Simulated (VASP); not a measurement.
V, 2 atoms in the cell. Symmetry: Im-3m, No. 229, cubic system. Conventional cell: a = 3.177 Å, b = 3.177 Å, c = 3.177 Å, α = 90.00°, β = 90.00°, γ = 90.00°. V (site symmetry m-3m) has 14 V at 2.75 to 3.18 Å within 3.6 Å.  This cell differs from its parent crystal: equal strain along all axes, cell held: +6.0 %.

* Program: VASP 6.6.1
* Task: single point
* Functional: PBE
* Potentials or basis: VASP PAW PBE potentials, release 64 (V_sv)
* Cutoff: 520 eV
* k mesh: 18 × 18 × 18
* Occupations: gaussian, width 0.1 eV
* Spin: no spin polarisation
* Dipole correction: no
* Further INCAR settings: ALGO = Fast; EDIFF = 1e-07; NBANDS = 20

Potentials or basis: VASP PAW PBE potentials, release 64 (V_sv).

Command:

```console
$ cat potpaw_PBE.64/V_sv/POTCAR > POTCAR
$ mpirun -np 1 vasp_std > vasp.out
```

Hardware: 1 thread of AMD EPYC 9R45 96-Core Processor (Zen 5), with other jobs on the host.

Task: Estimate the wall time of this run.

Result: Wall time 78 s on 1 thread of AMD EPYC 9R45 96-Core Processor (Zen 5) (shared host), peak memory 0.19 GiB. Counts: scf iterations 20, k points 220.
